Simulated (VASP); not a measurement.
Input of a VASP 6.6.1 run:

INCAR

```
SYSTEM = C
PREC     = Accurate       ! precision mode
ENCUT    = 520            ! plane-wave cutoff, eV
EDIFF    = 1E-6           ! SCF threshold, eV
ISMEAR   = 0              ! smearing method
SIGMA    = 0.01           ! smearing width, eV
LREAL    = .FALSE.        ! projectors in reciprocal space
LASPH    = .TRUE.         ! aspherical terms in the spheres
NELM     = 60             ! most SCF steps
ALGO     = Normal         ! electronic algorithm
ISIF     = 2              ! what is computed and relaxed
LWAVE    = .FALSE.        ! write WAVECAR
LCHARG   = .TRUE.         ! write CHGCAR
LELF     = .TRUE.         ! ELF
LVHAR    = .TRUE.       
NBANDS   = 11             ! bands
```

The input KPOINTS:

```
regular mesh
0
G
  10 10 10
  0 0 0
```

Contents of POSCAR:

```
C
1.0
    0.0000000000      1.7833700000      1.7833700000
    1.7833700000      0.0000000000      1.7833700000
    1.7833700000      1.7833700000      0.0000000000
C
2
Direct
    0.0000000000      0.0000000000      0.0000000000
    0.2500000000      0.2500000000      0.2500000000
```

Potentials or basis: VASP PAW LDA potentials, release 64 (C).

Launch:

```sh
$ cat potpaw_LDA.64/C/POTCAR > POTCAR
$ mpirun -np 1 vasp_std > vasp.out
```

Task: What does it give for the pressure?

Result: -11.6 GPa.

Task: Predict the band gap on the k mesh.

Result: 4.13 eV, indirect (least direct gap 5.54 eV).

A k mesh can miss the band edges.
